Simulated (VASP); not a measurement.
A run of VASP 6.6.1 is set up as follows.

Contents of INCAR:

```
  ALGO = Normal
  EDIFF = 1E-7
  ENCUT = 520
  GGA = PE
  ISIF = 2
  ISMEAR = -1
  LASPH = T
  LCHARG = F
  LREAL = F
  LWAVE = F
  NBANDS = 18
  NELM = 60
  PREC = Accurate
  SIGMA = 0.02
```

The input KPOINTS:

```
k-points
0
Gamma
  10 10 10
```

Contents of POSCAR:

```
HfO2
1.0
    0.0000000000      2.5403350533      2.5403350533
    2.5403350533      0.0000000000      2.5403350533
    2.5403350533      2.5403350533      0.0000000000
Hf O
1 2
Direct
    0.0000000000      0.0000000000      0.0000000000
    0.2500000000      0.2500000000      0.2500000000
    0.7500000000      0.7500000000      0.7500000000
```

Potentials or basis: VASP PAW PBE potentials, release 64 (Hf_pv, O).

The run is started by

```sh
$ cat potpaw_PBE.64/Hf_pv/POTCAR potpaw_PBE.64/O/POTCAR > POTCAR
$ mpirun -np 1 vasp_std > vasp.out
```

Question: Estimate the pressure.

Answer: -1.2 GPa.

Question: What does it give for the band gap on the k mesh?

Answer: 3.78 eV, direct.

Caveat: spin-orbit coupling is left out, which moves the levels of the heavy elements. A k mesh can miss the band edges.
